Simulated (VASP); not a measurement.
# PbO2 (Fm-3m) in VASP: a series of runs

Runs on PbO2. Level: PBE. Tasks: single point.

Everything below comes from runs of VASP 6.6.1. Logs are shortened: lines on timing, memory, paths and dates and some standing lists are left out, and cuts for length are marked.

## 1. The cell of the first run

It takes space group Fm-3m (No. 225, cubic). Conventional cell: a = 5.353 Å, b = 5.353 Å, c = 5.353 Å, α = 90.00°, β = 90.00°, γ = 90.00°. Within 3.1 Å of Pb (site symmetry m-3m) lie 8 O at 2.32 Å. O (site symmetry -43m) has 4 Pb at 2.32 Å and 6 O at 2.68 Å within 3.1 Å.

## 2. Single point, PBE (volume scaled by 0.97)

INCAR reads:

```
PREC     = Accurate       # precision mode
ENCUT    = 520            # plane-wave cutoff, eV
EDIFF    = 1E-7           # SCF threshold, eV
ISMEAR   = 0              # smearing method
SIGMA    = 0.1            # smearing width, eV
LREAL    = F              # projectors in reciprocal space
LASPH    = T              # aspherical terms in the spheres
NELM     = 100            # most SCF steps
ALGO     = Normal         # electronic algorithm
ISIF     = 2              # what is computed and relaxed
LWAVE    = F              # write WAVECAR
LCHARG   = T              # write CHGCAR
GGA      = PE             # functional
LELF     = T              # ELF
LVHAR    = T            
NBANDS   = 20             # bands
```

KPOINTS reads:

```
regular mesh
0
Gamma
  14 14 14
```

POSCAR reads:

```
PbO2
1.0
    0.0000000000      2.6765979841      2.6765979841
    2.6765979841      0.0000000000      2.6765979841
    2.6765979841      2.6765979841      0.0000000000
Pb O
1 2
Direct
    0.0000000000      0.0000000000      0.0000000000
    0.2500000000      0.2500000000      0.2500000000
    0.7500000000      0.7500000000      0.7500000000
```

Potentials or basis: VASP PAW PBE potentials, release 64 (Pb_d, O).

Command:

```console
$ cat potpaw_PBE.64/Pb_d/POTCAR potpaw_PBE.64/O/POTCAR > POTCAR
$ mpirun -np 1 vasp_std > vasp.out
```

OUTCAR:

```text
PREC = Accurate
   ENCUT = 520
   EDIFF = 1E-7
   ISMEAR = 0
   LREAL = F
   LASPH = T
   NELM = 100
   ISIF = 2
   GGA = PE

 ion  position               nearest neighbor table
   1  0.000  0.000  0.000-   2 2.32   3 2.32   3 2.32   3 2.32   3 2.32   2 2.32   2 2.32   2 2.32

   2  0.250  0.250  0.250-   1 2.32   1 2.32   1 2.32   1 2.32
   3  0.750  0.750  0.750-   1 2.32   1 2.32   1 2.32   1 2.32

  LATTYP: Found a face centered cubic cell.
 ALAT       =     5.3531959682

  Lattice vectors:

 A1 = (   0.0000000000,   2.6765979841,   2.6765979841)
 A2 = (   2.6765979841,   0.0000000000,   2.6765979841)
 A3 = (   2.6765979841,   2.6765979841,   0.0000000000)

Analysis of symmetry for initial positions (statically):
=====================================================================
 Subroutine PRICEL returns:
 Original cell was already a primitive cell.

 Routine SETGRP: Setting up the symmetry group for a
 face centered cubic supercell.

 Subroutine GETGRP returns: Found 48 space group operations
 (whereof 48 operations were pure point group operations)
 out of a pool of 48 trial point group operations.

The static configuration has the point symmetry O_h .

Analysis of symmetry for dynamics (positions and initial velocities):
=====================================================================
 Subroutine PRICEL returns:
 Original cell was already a primitive cell.

 Routine SETGRP: Setting up the symmetry group for a
 face centered cubic supercell.

 Subroutine GETGRP returns: Found 48 space group operations
 (whereof 48 operations were pure point group operations)
 out of a pool of 48 trial point group operations.

The dynamic configuration has the point symmetry O_h .

 Subroutine INISYM returns: Found 48 space group operations
 (whereof 48 operations are pure point group operations),
 and found     1 'primitive' translations

----------------------------------------------------------------------------------------

                                     Primitive cell

  volume of cell :      38.3512

  direct lattice vectors                    reciprocal lattice vectors
     0.000000000  2.676597984  2.676597984    -0.186804295  0.186804295  0.186804295
     2.676597984  0.000000000  2.676597984     0.186804295 -0.186804295  0.186804295
     2.676597984  2.676597984  0.000000000     0.186804295  0.186804295 -0.186804295

  length of vectors
     3.785281170  3.785281170  3.785281170     0.323554530  0.323554530  0.323554530

  position of ions in fractional coordinates (direct lattice)
     0.000000000  0.000000000  0.000000000
     0.250000000  0.250000000  0.250000000
     0.750000000  0.750000000  0.750000000

  ion indices of the primitive-cell ions
   primitive index   ion index
                 1           1
                 2           2
                 3           3

----------------------------------------------------------------------------------------

 KPOINTS: regular mesh

Automatic generation of k-mesh.
 Grid dimensions read from file:
 generate k-points for:   14   14   14

 Generating k-lattice:

  Cartesian coordinates                     Fractional coordinates (reciprocal lattice)
    -0.013343164  0.013343164  0.013343164     0.071428571  0.000000000  0.000000000
     0.013343164 -0.013343164  0.013343164     0.000000000  0.071428571  0.000000000
     0.013343164  0.013343164 -0.013343164     0.000000000  0.000000000  0.071428571

  Length of vectors
     0.023111038  0.023111038  0.023111038

  Shift w.r.t. Gamma in fractional coordinates (k-lattice)
     0.000000000  0.000000000  0.000000000

 Subroutine IBZKPT returns following result:
 ===========================================

 Found    104 irreducible k-points:

 Following reciprocal coordinates:
            Coordinates               Weight
  0.000000  0.000000  0.000000      1.000000
  0.071429  0.000000  0.000000      8.000000
  0.142857  0.000000  0.000000      8.000000
  0.214286  0.000000  0.000000      8.000000
  0.285714  0.000000  0.000000      8.000000
  0.357143  0.000000  0.000000      8.000000
[... 16 lines left out ...]
  0.214286  0.142857  0.000000     24.000000
  0.285714  0.142857  0.000000     24.000000
 [... further k-points ...]
   k-points           NKPTS =    104   k-points in BZ     NKDIM =    104   number of bands    NBANDS=     20
   number of dos      NEDOS =    301   number of ions     NIONS =      3
   total plane-waves  NPLWV =  21952
   dimension x,y,z NGX =    28 NGY =   28 NGZ =   28
   dimension x,y,z NGXF=    56 NGYF=   56 NGZF=   56
   ions per type =               1   2
   NGX,Y,Z   is equivalent  to a cutoff of  12.30, 12.30, 12.30 a.u.
   NGXF,Y,Z  is equivalent  to a cutoff of  24.59, 24.59, 24.59 a.u.
 SYSTEM =  unknown system
   PREC   = accura    normal or accurate (medium, high low for compatibility)
   ISTART =      0    job   : 0-new  1-cont  2-samecut
   ICHARG =      2    charge: 1-file 2-atom 10-const
   ISPIN  =      1    spin polarized calculation?
   LNONCOLLINEAR =      F non collinear calculations
   LSORBIT =      F    spin-orbit coupling
   LASPH  =      T    aspherical Exc in radial PAW
   ENCUT  =  520.0 eV  38.22 Ry    6.18 a.u.   7.04  7.04  7.04*2*pi/ulx,y,z
   NELM   =    100;   NELMIN=  2; NELMDL= -5     # of ELM steps
   EDIFF  = 0.1E-06   stopping-criterion for ELM
   LREAL  =      F    real-space projection
   EDIFFG = 0.1E-05   stopping-criterion for IOM
   NSW    =      0    number of steps for IOM
   IBRION =     -1    ionic relax: 0-MD 1-quasi-New 2-CG
   NFREE  =      0    steps in history (QN), initial steepest desc. (CG)
   ISIF   =      2    stress and relaxation
   ISYM   =      2    0-nonsym 1-usesym 2-fastsym
   POTIM  = 0.5000    time-step for ionic-motion
   TEBEG  =    0.0;   TEEND  =   0.0 temperature during run
   PSTRESS=    0.0 pullay stress
   NELECT =      26.0000    total number of electrons
   NUPDOWN=      -1.0000    fix difference up-down
   EMIN   =  10.00;   EMAX   =-10.00  energy-range for DOS
   EFERMI =   0.00;   METHOD = LEGACY
   ISMEAR =     0;   SIGMA  =   0.10  broadening in eV -4-tet -1-fermi 0-gaus
   EFERMI_NEDOS =   21; number of points for ismear=-14 and -15
   IALGO  =     38    algorithm
   IMIX   =      4    mixing-type and parameters
     AMIX     =   0.40;   BMIX     =  1.00
     AMIX_MAG =   1.60;   BMIX_MAG =  1.00
  volume/ion in A,a.u.               =      12.78        86.27
  Fermi-wavevector in a.u.,A,eV,Ry     =   1.438156  2.717722 28.140848  2.068294
  Thomas-Fermi vector in A             =   2.557154
   LORBIT       =      0    0 simple, 1 ext, 2 COOP (PROOUT), +10 PAW based schemes
   GGA     = PE    functional components
   LHFCALC =     F    Hartree Fock is set to
   AEXX    =    0.0000 exact exchange contribution
   IVDW    =     0    specifies the selected vdW correction
   LEPSILON=     F    determine dielectric tensor
   LRPA    =     F    only Hartree local field effects (RPA)
 non-spin polarized calculation
 Gauss-broadening in eV      SIGMA  =   0.10
  energy-cutoff  :      520.00
  volume of cell :       38.35
 maximum number of plane-waves:      1056
   NGX = 15   NGY = 15   NGZ = 15

 number of electron      26.0000008 magnetization

 Free energy of the ion-electron system (eV)
  ---------------------------------------------------
  ext. energy  EPLUGINS =         0.00000000
  ---------------------------------------------------
  free energy    TOTEN  =       -15.59296108 eV

  energy without entropy =      -15.59002495  energy(sigma->0) =      -15.59149301

 E-fermi :   6.0015     XC(G=0): -11.2982

 val. band max:        5.9722800292   @ k =  -0.3571   0.5000   0.1429
 cond. band min:       6.0113649589   @ k =  -0.2857   0.5000   0.2143
 fundamental gap:      0.0390849297
 Fermi energy:         6.0014722562

 k-point     1 :       0.0000    0.0000    0.0000
  band No.  band energies     occupation
      1     -12.7337      2.00000
      2      -9.7471      2.00000
      3      -9.7256      2.00000
      4      -9.7256      2.00000
      5      -9.7256      2.00000
      6      -9.4618      2.00000
[... 12 lines left out ...]
     19      21.7358      0.00000
     20      21.7358      0.00000

 k-point     2 :       0.0714    0.0000    0.0000
  band No.  band energies     occupation
      1     -12.6900      2.00000
      2     -10.1522      2.00000
      3      -9.7185      2.00000
      4      -9.7185      2.00000
      5      -9.4624      2.00000
      6      -9.4624      2.00000
[... 12 lines left out ...]
     19      21.6901      0.00000
     20      21.6901      0.00000

 k-point     3 :       0.1429    0.0000    0.0000
  band No.  band energies     occupation
      1     -12.5659      2.00000
      2     -10.5290      2.00000
      3      -9.6999      2.00000
      4      -9.6999      2.00000
      5      -9.4629      2.00000
      6      -9.4629      2.00000
[... 12 lines left out ...]
     19      21.5820      0.00000
     20      21.5820      0.00000

 k-point     4 :       0.2143    0.0000    0.0000
  band No.  band energies     occupation
      1     -12.3870      2.00000
      2     -10.8334      2.00000
      3      -9.6770      2.00000
      4      -9.6770      2.00000
      5      -9.4593      2.00000
      6      -9.4593      2.00000
[... 12 lines left out ...]
     19      21.4652      0.00000
     20      21.4652      0.00000

 k-point     5 :       0.2857    0.0000    0.0000
  band No.  band energies     occupation
      1     -12.2046      2.00000
      2     -11.0254      2.00000
      3      -9.6585      2.00000
      4      -9.6585      2.00000
      5      -9.4477      2.00000
      6      -9.4477      2.00000
[... 12 lines left out ...]
     19      21.3721      0.00000
     20      21.3721      0.00000
[... 353 lines left out ...]
      6      -9.4585      2.00000
[... 12 lines left out ...]
     19      21.5555      0.00000
     20      21.6904      0.00000

 k-point    22 :       0.1429    0.1429    0.0000
  band No.  band energies     occupation
      1     -12.5049      2.00000
      2     -10.6772      2.00000
      3      -9.6763      2.00000
      4      -9.6763      2.00000
      5      -9.4832      2.00000
      6      -9.4485      2.00000
[... 12 lines left out ...]
     19      21.4190      0.00000
     20      21.8042      0.00000

 k-point    23 :       0.2143    0.1429    0.0000
  band No.  band energies     occupation
      1     -12.3626      2.00000
      2     -10.9116      2.00000
      3      -9.6510      2.00000
      4      -9.6460      2.00000
      5      -9.4914      2.00000
      6      -9.4416      2.00000
[... 12 lines left out ...]
     19      21.8104      0.00000
     20      21.8705      0.00000

 k-point    24 :       0.2857    0.1429    0.0000
  band No.  band energies     occupation
      1     -12.1814      2.00000
      2     -11.1275      2.00000
      3      -9.6277      2.00000
      4      -9.6030      2.00000
      5      -9.4872      2.00000
      6      -9.4315      2.00000
[... 12 lines left out ...]
     19      21.7939      0.00000
     20      22.7679      0.00000

 [... further k-points ...]
[... 5 lines left out ...]
  --------------------------------------------------------------------------------------
  -------------------------------------------------------------------------------------
  Total        1.0955365      1.0955365      1.0955365     -0.0000000     -0.0000000      0.0000000
  in kB       45.7675852     45.7675852     45.7675852     -0.0000000     -0.0000000      0.0000000
  external PRESSURE =      45.7675852 kB  Pullay stress =       0.0000000 kB

 VOLUME and BASIS-vectors are now :
 -----------------------------------------------------------------------------
  energy-cutoff  :      520.00
  volume of cell :       38.35
      direct lattice vectors                 reciprocal lattice vectors
     0.000000000  2.676597984  2.676597984    -0.186804295  0.186804295  0.186804295
     2.676597984  0.000000000  2.676597984     0.186804295 -0.186804295  0.186804295
     2.676597984  2.676597984  0.000000000     0.186804295  0.186804295 -0.186804295

 POSITION                                       TOTAL-FORCE (eV/Angst)
 -----------------------------------------------------------------------------------
      0.00000      0.00000      0.00000        -0.000000     -0.000000     -0.000000
      1.33830      1.33830      1.33830        -0.000000     -0.000000     -0.000000
      4.01490      4.01490      4.01490         0.000000      0.000000      0.000000
 -----------------------------------------------------------------------------------
    total drift:                                0.000000     -0.000000      0.000000

  FREE ENERGIE OF THE ION-ELECTRON SYSTEM (eV)
  ---------------------------------------------------
  free  energy   TOTEN  =       -15.5929610750 eV

  energy  without entropy=      -15.5900249545  energy(sigma->0) =      -15.59149301
```

Run time: 46 s. Hardware: 1 thread of Intel Xeon 6975P-C, shared host; peak memory 0.21 GiB.

Results:

```
Free energy            : -15.5930 eV
Pressure               : 4.6 GPa
Band gap on the k mesh : zero (band 13 reaches 6.01 eV, above the bottom of band 14 at 4.74 eV)
```

Caveat: spin-orbit coupling is left out, which moves the levels of the heavy elements.

[end of part 1 of 3]
